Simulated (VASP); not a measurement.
# Mo (Im-3m) in VASP: a series of runs

Runs on Mo. Level: LDA. Tasks: single point.

Program: VASP 6.6.1. These are calculated values, not measurements. Logs are shortened: lines on timing, memory, paths and dates and some standing lists are left out, and cuts for length are marked.

## Step 1: The cell of the first run

It takes space group Im-3m (No. 229, cubic). Conventional cell: a = 3.113 Å, b = 3.113 Å, c = 3.113 Å, α = 90.00°, β = 90.00°, γ = 90.00°. Mo (site symmetry m-3m) has 14 Mo at 2.70 to 3.11 Å within 3.6 Å.

## Step 2: Single point, LDA

Contents of INCAR:

```
SYSTEM = Mo
ALGO = Normal ; EDIFF = 1E-6
ENCUT = 520 ; GGA = CA
ISIF = 2 ; ISMEAR = -1
LASPH = .True. ; LCHARG = .False.
LREAL = .False. ; LWAVE = .False.
NBANDS = 13 ; NELM = 80
PREC = Accurate ; SIGMA = 0.1
```

Contents of KPOINTS:

```
k-points
0
Gamma
  4 4 4
  0 0 0
```

Contents of POSCAR:

```
Mo
1.0
   -1.5565618036      1.5565618036      1.5565618036
    1.5565618036     -1.5565618036      1.5565618036
    1.5565618036      1.5565618036     -1.5565618036
Mo
1
Direct
    0.0000000000      0.0000000000      0.0000000000
```

Potentials or basis: VASP PAW LDA potentials, release 64 (Mo_sv).

Started as:

```
> cat potpaw_LDA.64/Mo_sv/POTCAR > POTCAR
> mpirun -np 1 vasp_std > vasp.out
```

OUTCAR:

```text
SYSTEM = Mo
   EDIFF = 1E-6
   ENCUT = 520
   GGA = CA
   ISIF = 2
   ISMEAR = -1
   LASPH = .True.
   LREAL = .False.
   NELM = 80
   PREC = Accurate

 ion  position               nearest neighbor table
   1  0.000  0.000  0.000-

  LATTYP: Found a body centered cubic cell.
 ALAT       =     3.1131236072

  Lattice vectors:

 A1 = (  -1.5565618036,   1.5565618036,   1.5565618036)
 A2 = (   1.5565618036,  -1.5565618036,   1.5565618036)
 A3 = (   1.5565618036,   1.5565618036,  -1.5565618036)

Analysis of symmetry for initial positions (statically):
=====================================================================
 Subroutine PRICEL returns:
 Original cell was already a primitive cell.

 Routine SETGRP: Setting up the symmetry group for a
 body centered cubic supercell.

 Subroutine GETGRP returns: Found 48 space group operations
[... 9 lines left out ...]

 Routine SETGRP: Setting up the symmetry group for a
 body centered cubic supercell.

 Subroutine GETGRP returns: Found 48 space group operations
[... 11 lines left out ...]
                                     Primitive cell

  volume of cell :      15.0855

  direct lattice vectors                    reciprocal lattice vectors
    -1.556561804  1.556561804  1.556561804     0.000000000  0.321220782  0.321220782
     1.556561804 -1.556561804  1.556561804     0.321220782  0.000000000  0.321220782
     1.556561804  1.556561804 -1.556561804     0.321220782  0.321220782  0.000000000

  length of vectors
     2.696044129  2.696044129  2.696044129     0.454274787  0.454274787  0.454274787

  position of ions in fractional coordinates (direct lattice)
     0.000000000  0.000000000  0.000000000

  ion indices of the primitive-cell ions
   primitive index   ion index
                 1           1

----------------------------------------------------------------------------------------

 KPOINTS: k-points

Automatic generation of k-mesh.
 Grid dimensions read from file:
 generate k-points for:    4    4    4

 Generating k-lattice:

  Cartesian coordinates                     Fractional coordinates (reciprocal lattice)
     0.000000000  0.080305196  0.080305196     0.250000000  0.000000000  0.000000000
     0.080305196  0.000000000  0.080305196     0.000000000  0.250000000  0.000000000
     0.080305196  0.080305196  0.000000000     0.000000000  0.000000000  0.250000000

  Length of vectors
     0.113568697  0.113568697  0.113568697

  Shift w.r.t. Gamma in fractional coordinates (k-lattice)
     0.000000000  0.000000000  0.000000000

 Subroutine IBZKPT returns following result:
 ===========================================

 Found      8 irreducible k-points:

 Following reciprocal coordinates:
            Coordinates               Weight
  0.000000  0.000000  0.000000      1.000000
  0.250000  0.000000  0.000000     12.000000
  0.500000  0.000000  0.000000      6.000000
  0.250000  0.250000  0.000000     24.000000
  0.250000  0.250000  0.250000      2.000000
 -0.250000  0.250000  0.250000      6.000000
  0.500000  0.500000  0.250000     12.000000
  0.500000  0.500000  0.500000      1.000000
   k-points           NKPTS =      8   k-points in BZ     NKDIM =      8   number of bands    NBANDS=     13
   number of dos      NEDOS =    301   number of ions     NIONS =      1
   total plane-waves  NPLWV =   8000
   dimension x,y,z NGX =    20 NGY =   20 NGZ =   20
   dimension x,y,z NGXF=    40 NGYF=   40 NGZF=   40
   ions per type =               1
   NGX,Y,Z   is equivalent  to a cutoff of  12.33, 12.33, 12.33 a.u.
   NGXF,Y,Z  is equivalent  to a cutoff of  24.67, 24.67, 24.67 a.u.
 SYSTEM =  Mo
   PREC   = accura    normal or accurate (medium, high low for compatibility)
   ISTART =      0    job   : 0-new  1-cont  2-samecut
   ICHARG =      2    charge: 1-file 2-atom 10-const
   ISPIN  =      1    spin polarized calculation?
   LNONCOLLINEAR =      F non collinear calculations
   LSORBIT =      F    spin-orbit coupling
   LASPH  =      T    aspherical Exc in radial PAW
   ENCUT  =  520.0 eV  38.22 Ry    6.18 a.u.   5.01  5.01  5.01*2*pi/ulx,y,z
   NELM   =     80;   NELMIN=  2; NELMDL= -5     # of ELM steps
   EDIFF  = 0.1E-05   stopping-criterion for ELM
   LREAL  =      F    real-space projection
   EDIFFG = 0.1E-04   stopping-criterion for IOM
   NSW    =      0    number of steps for IOM
   IBRION =     -1    ionic relax: 0-MD 1-quasi-New 2-CG
   NFREE  =      0    steps in history (QN), initial steepest desc. (CG)
   ISIF   =      2    stress and relaxation
   ISYM   =      2    0-nonsym 1-usesym 2-fastsym
   POTIM  = 0.5000    time-step for ionic-motion
   TEBEG  =    0.0;   TEEND  =   0.0 temperature during run
   PSTRESS=    0.0 pullay stress
   NELECT =      14.0000    total number of electrons
   NUPDOWN=      -1.0000    fix difference up-down
   EMIN   =  10.00;   EMAX   =-10.00  energy-range for DOS
   EFERMI =   0.00;   METHOD = LEGACY
   ISMEAR =    -1;   SIGMA  =   0.10  broadening in eV -4-tet -1-fermi 0-gaus
   EFERMI_NEDOS =   21; number of points for ismear=-14 and -15
   IALGO  =     38    algorithm
   IMIX   =      4    mixing-type and parameters
     AMIX     =   0.40;   BMIX     =  1.00
     AMIX_MAG =   1.60;   BMIX_MAG =  1.00
  volume/ion in A,a.u.               =      15.09       101.80
  Fermi-wavevector in a.u.,A,eV,Ry     =   1.596851  3.017611 34.693959  2.549934
  Thomas-Fermi vector in A             =   2.694549
   LORBIT       =      0    0 simple, 1 ext, 2 COOP (PROOUT), +10 PAW based schemes
   GGA     = CA    functional components
   LHFCALC =     F    Hartree Fock is set to
   AEXX    =    0.0000 exact exchange contribution
   IVDW    =     0    specifies the selected vdW correction
   LEPSILON=     F    determine dielectric tensor
   LRPA    =     F    only Hartree local field effects (RPA)
 non-spin polarized calculation
  energy-cutoff  :      520.00
  volume of cell :       15.09
 maximum number of plane-waves:       420
   NGX =  9   NGY =  9   NGZ =  9

 number of electron      13.9999996 magnetization

 Free energy of the ion-electron system (eV)
  ---------------------------------------------------
  ext. energy  EPLUGINS =         0.00000000
  ---------------------------------------------------
  free energy    TOTEN  =       -12.08885305 eV

  energy without entropy =      -12.08485108  energy(sigma->0) =      -12.08685207

 E-fermi :  12.9104     XC(G=0): -13.7984

 val. band max:       12.4224962463   @ k =  -0.2500   0.2500   0.2500
 cond. band min:      13.3808906142   @ k =   0.5000   0.5000   0.2500
 fundamental gap:      0.9583943679
 Fermi energy:        12.9104229419

 k-point     1 :       0.0000    0.0000    0.0000
  band No.  band energies     occupation
      1     -47.8564      2.00000
      2     -21.2108      2.00000
      3     -21.2108      2.00000
      4     -21.2108      2.00000
      5       5.7094      2.00000
      6      11.6332      1.99999
      7      11.6332      1.99999
      8      11.6332      1.99999
      9      14.7527      0.00000
     10      14.7527      0.00000
     11      27.9204      0.00000
     12      27.9204      0.00000
     13      27.9204      0.00000

 k-point     2 :       0.2500    0.0000    0.0000
  band No.  band energies     occupation
      1     -47.7017      2.00000
      2     -22.0368      2.00000
      3     -21.4679      2.00000
      4     -21.2183      2.00000
      5       7.7044      2.00000
      6      10.4352      2.00000
      7      11.4548      2.00000
      8      14.1865      0.00001
      9      14.2151      0.00000
     10      14.9228      0.00000
     11      28.0144      0.00000
     12      29.6689      0.00000
     13      32.2629      0.00000

 k-point     3 :       0.5000    0.0000    0.0000
  band No.  band energies     occupation
      1     -47.5426      2.00000
      2     -22.8034      2.00000
      3     -21.7145      2.00000
      4     -21.2264      2.00000
      5       7.5041      2.00000
      6       9.4857      2.00000
      7      14.8192      0.00000
      8      14.8694      0.00000
      9      15.4668      0.00000
     10      18.1217      0.00000
     11      25.0765      0.00000
     12      25.2618      0.00000
     13      30.7727      0.00000

 k-point     4 :       0.2500    0.2500    0.0000
  band No.  band energies     occupation
      1     -47.5431      2.00000
      2     -22.5160      2.00000
      3     -21.8867      2.00000
      4     -21.3806      2.00000
      5       8.9155      2.00000
      6       9.9647      2.00000
      7      11.3321      2.00000
      8      14.4100      0.00000
      9      15.6548      0.00000
     10      19.6488      0.00000
     11      25.5092      0.00000
     12      27.3913      0.00000
     13      30.1726      0.00000

 k-point     5 :       0.2500    0.2500    0.2500
  band No.  band energies     occupation
      1     -47.5174      2.00000
      2     -22.0230      2.00000
      3     -22.0230      2.00000
      4     -22.0230      2.00000
      5      10.3803      2.00000
      6      10.3803      2.00000
      7      10.3803      2.00000
      8      15.6007      0.00000
      9      15.6007      0.00000
     10      22.9340      0.00000
     11      25.0476      0.00000
     12      25.0476      0.00000
     13      25.0476      0.00000

 k-point     6 :      -0.2500    0.2500    0.2500
  band No.  band energies     occupation
      1     -47.5696      2.00000
      2     -22.0685      2.00000
      3     -21.7480      2.00000
      4     -21.7480      2.00000
      5       9.2641      2.00000
      6      10.1781      2.00000
      7      12.4225      1.98491
      8      12.4225      1.98491
      9      13.9790      0.00005
     10      16.6631      0.00000
     11      28.4763      0.00000
     12      31.8728      0.00000
     13      32.2814      0.00000

 k-point     7 :       0.5000    0.5000    0.2500
  band No.  band energies     occupation
      1     -47.4344      2.00000
      2     -22.5579      2.00000
      3     -22.0154      2.00000
      4     -21.7806      2.00000
      5       8.4501      2.00000
      6       9.5585      2.00000
      7      12.2564      1.99712
      8      13.3809      0.01794
      9      17.6958      0.00000
     10      20.9333      0.00000
     11      24.2481      0.00000
     12      27.4679      0.00000
     13      30.7612      0.00000

 k-point     8 :       0.5000    0.5000    0.5000
  band No.  band energies     occupation
      1     -47.3242      2.00000
      2     -22.3016      2.00000
      3     -22.3016      2.00000
      4     -22.3016      2.00000
      5       7.3073      2.00000
      6       7.3073      2.00000
      7      17.3007      0.00000
      8      17.3007      0.00000
      9      17.3007      0.00000
     10      22.3894      0.00000
     11      22.3894      0.00000
     12      22.3894      0.00000
     13      33.3565      0.00000

------------------------ aborting loop because EDIFF is reached ----------------------------------------

  FORCE on cell =-STRESS in cart. coord.  units (eV):
  Direction    XX          YY          ZZ          XY          YZ          ZX
  --------------------------------------------------------------------------------------
  -------------------------------------------------------------------------------------
  Total        0.1690089      0.1690089      0.1690089      0.0000000      0.0000000     -0.0000000
  in kB       17.9498572     17.9498572     17.9498572      0.0000000      0.0000000     -0.0000000
  external PRESSURE =      17.9498572 kB  Pullay stress =       0.0000000 kB

 VOLUME and BASIS-vectors are now :
 -----------------------------------------------------------------------------
  energy-cutoff  :      520.00
  volume of cell :       15.09
      direct lattice vectors                 reciprocal lattice vectors
    -1.556561804  1.556561804  1.556561804     0.000000000  0.321220782  0.321220782
     1.556561804 -1.556561804  1.556561804     0.321220782  0.000000000  0.321220782
     1.556561804  1.556561804 -1.556561804     0.321220782  0.321220782  0.000000000

 POSITION                                       TOTAL-FORCE (eV/Angst)
 -----------------------------------------------------------------------------------
      0.00000      0.00000      0.00000         0.000000      0.000000      0.000000
 -----------------------------------------------------------------------------------
    total drift:                                0.000000     -0.000000     -0.000000

  FREE ENERGIE OF THE ION-ELECTRON SYSTEM (eV)
  ---------------------------------------------------
  free  energy   TOTEN  =       -12.0888530532 eV

  energy  without entropy=      -12.0848510813  energy(sigma->0) =      -12.08685207
```

Run time: 4.2 s. Hardware: 1 thread of Intel Xeon 8259CL, shared host; peak memory 0.12 GiB.

Results:

- Free energy: -12.0889 eV
- Pressure: 1.8 GPa
- Band gap on the k mesh: zero (band 7 reaches 17.30 eV, above the bottom of band 8 at 11.63 eV)

Caveat: the k points lie up to 0.71 Å⁻¹ apart.

(Part 1 of 2 ends here.)
